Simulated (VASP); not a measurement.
Write the native input for VASP 6.6.1 that does the following.

```yaml
Task: relaxation of cell and atoms
Functional: revPBE
Dispersion: D4
Potentials_or_basis: VASP PAW PBE potentials, release 64 (W_sv, C)
Cutoff: 600 eV
k_mesh: 10 × 10 × 9
Occupations: fermi-dirac, width 0.05 eV
Spin: no spin polarisation
Dipole_correction: no
Further_INCAR_settings: ALGO = Normal; EDIFF = 1e-06; IBRION = 2; EDIFFG = -0.02; NSW = 80; ISIF = 3
```

The structure of WC (Qusongite) lies in POSCAR:

```
WC
1.0
    2.9065000000      0.0000000000      0.0000000000
   -1.4532500000      2.5171028361      0.0000000000
    0.0000000000      0.0000000000      2.8366000000
W C
1 1
Direct
    0.0000000000      0.0000000000      0.0000000000
    0.6666666667      0.3333333333      0.5000000000
```

These files were run (other wordings do the same):

INCAR

```
PREC = Accurate
ENCUT = 600
EDIFF = 1E-6
ISMEAR = -1
SIGMA = 0.05
LREAL = F
LASPH = T
NELM = 60
ALGO = Normal
ISIF = 3
LWAVE = F
LCHARG = F
GGA = RE
IVDW = 13
IBRION = 2
NSW = 80
EDIFFG = -0.02
```

KPOINTS

```
Automatic mesh
0
Gamma
  10 10 9
```

Potentials or basis: VASP PAW PBE potentials, release 64 (W_sv, C).

The run is started by

```bash
$ cat potpaw_PBE.64/W_sv/POTCAR potpaw_PBE.64/C/POTCAR > POTCAR
$ mpirun -np 1 vasp_std > vasp.out
```

Results of the run:

| Property | Result |
| --- | --- |
| Relaxed volume | 10.30 Å³/atom |
| Relaxed cell | a = 2.900 Å, b = 2.900 Å, c = 2.830 Å, α = 90.00°, β = 90.00°, γ = 120.00° |
| Space group after relaxing (to 0.05 Å) | P-6m2 (No. 187) |
| Energy gained by relaxing | 0.7 meV/atom |
| Ionic steps | 3 |
| Pressure after relaxing | 0.0 GPa |
| Band gap on the k mesh | zero (band 9 reaches 11.90 eV, above the bottom of band 10 at 10.70 eV) |
| Dispersion energy per atom | -0.817 eV |

Caveat: the PAW data sets were made with another functional, which shifts forces and pressure a little; spin-orbit coupling is left out, which moves the levels of the heavy elements; pairwise dispersion overbinds metals, which lowers pressure and volume.

Run time: 52 s on 1 thread of Intel Xeon 8259CL, with other jobs on the host, peak memory 0.17 GiB.
